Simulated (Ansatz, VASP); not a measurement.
## AlN in VASP and in Ansatz

```
Al N
1.0
     3.24450    0.00000    0.00000
    -1.62225    2.80982    0.00000
     0.00000    0.00000    4.10208
Al N
2 2
Direct
  0.66667 0.33333 0.25000
  0.33333 0.66667 0.75000
  0.66667 0.33333 0.75000
  0.33333 0.66667 0.25000
```

Change from the starting cell: volume scaled by 0.94.

Alike in both runs: task single point; functional LDA; k mesh 9 × 9 × 7; occupations fermi-dirac, width 0.05 eV; no spin polarisation.

|  | VASP | Ansatz |
| --- | --- | --- |
| version | VASP 6.6.1 | Ansatz 0.2.0 |
| potentials or method | VASP PAW LDA potentials, release 64 (Al, N), cutoff 520 eV | all-electron LAPW, scalar-relativistic |

|  | VASP | Ansatz | Ansatz less VASP |
| --- | --- | --- | --- |
| gap on the k mesh at the Fermi level (eV) | 3.75 | 3.74 | -0.004 |
| least direct gap on the mesh (eV) | 3.75 | 3.74 | -0.004 |
| pressure (GPa) | 5.4 | 4.8 | -0.58 |
| traceless stress, the component that is largest in VASP (GPa) | -2.31 | -2.08 | +0.228 |

LDA's correlation is that of Perdew and Zunger in VASP and of Perdew and Wang (1992) in Ansatz. Ansatz ran all-electron here, and VASP with PAW potentials.
